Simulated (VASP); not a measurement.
Here is a VASP 6.6.1 calculation.

Contents of INCAR:

```
ALGO = Normal ; EDIFF = 1E-7
EDIFFG = -0.005 ; ENCUT = 600
GGA = CA ; IBRION = 2
ISIF = 3 ; ISMEAR = -1
LASPH = T ; LCHARG = F
LREAL = F ; LWAVE = F
NELM = 100 ; NSW = 60
PREC = Accurate ; PSTRESS = 1400.0
SIGMA = 0.1
```

File KPOINTS:

```
k-points
0
Gamma
  13 13 13
```

POSCAR

```
Se
1.0
    0.0000000000      2.3135165044      2.3135165044
    2.3135165044      0.0000000000      2.3135165044
    2.3135165044      2.3135165044      0.0000000000
Se
2
Direct
   -0.1250000000     -0.1250000000     -0.1250000000
    0.1250000000      0.1250000000      0.1250000000
```

Potentials or basis: VASP PAW LDA potentials, release 64 (Se).

Run with:

```console
$ cat potpaw_LDA.64/Se/POTCAR > POTCAR
$ mpirun -np 1 vasp_std > vasp.out
```

(1) What does it give for the space group after relaxing (to 0.1 Å)?

(2) Predict the relaxed volume.

(3) Predict the band gap on the k mesh.

(4) What does it give for the relaxed cell?

Results:

(1) Fd-3m (No. 227).

(2) 14.26 Å³/atom.

(3) zero (bands 6 and 7 overlap by 4.40 eV).

(4) a = 3.429 Å, b = 3.429 Å, c = 3.429 Å, α = 60.00°, β = 60.00°, γ = 60.00°.

Caveat: the cell is relaxed towards a set pressure, so the run minimises the enthalpy, not the energy; the volume moved by over 15 % at a fixed basis, so the end points are rough.
